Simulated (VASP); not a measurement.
Here is a VASP 6.6.1 calculation.

The input INCAR:

```
ALGO = Normal ; EDIFF = 1E-6
ENCUT = 600 ; GGA = PE
GGA_COMPAT = F ; ISIF = 2
ISMEAR = 0 ; ISPIN = 2
LASPH = T ; LCHARG = F
LMAXMIX = 4 ; LORBIT = 11
LREAL = F ; LWAVE = F
MAGMOM = 4 4 4 4 0 0 0 0 ; NBANDS = 46
NELM = 200 ; PREC = Accurate
SIGMA = 0.1
```

The input KPOINTS:

```
k-points
0
Gamma
  4 4 4
```

File POSCAR:

```
Mn3FeSi4
1.0
    4.4637363300      0.0000000000      0.0000000000
    0.0000000000      4.4637363300      0.0000000000
    0.0000000000      0.0000000000      4.4637363300
Fe Mn Si
1 3 4
Direct
    0.3635403900      0.1364596100      0.8635403900
    0.1364596100      0.8635403900      0.3635403900
    0.8635403900      0.3635403900      0.1364596100
    0.6364596100      0.6364596100      0.6364596100
    0.6542152300      0.8457847700      0.1542152300
    0.8457847700      0.1542152300      0.6542152300
    0.1542152300      0.6542152300      0.8457847700
    0.3457847700      0.3457847700      0.3457847700
```

Potentials or basis: VASP PAW PBE potentials, release 64 (Fe, Mn_pv, Si).

Launch:

```sh
$ cat potpaw_PBE.64/Fe/POTCAR potpaw_PBE.64/Mn_pv/POTCAR potpaw_PBE.64/Si/POTCAR > POTCAR
$ mpirun -np 1 vasp_std > vasp.out
```

Question: Estimate the net moment.

Answer: 2.73 μB per cell.

Question: Estimate the largest force.

Answer: 0.239 eV/Å.

Question: Predict the pressure.

Answer: 5.0 GPa.

Stress tensor (GPa, compression positive):
```
 5.01  0.57 -0.57
 0.57  5.01  0.57
-0.57  0.57  5.01
```

Caveat: the moment fell far below its start of 4 μB, so a state of higher moment may lie lower in energy.
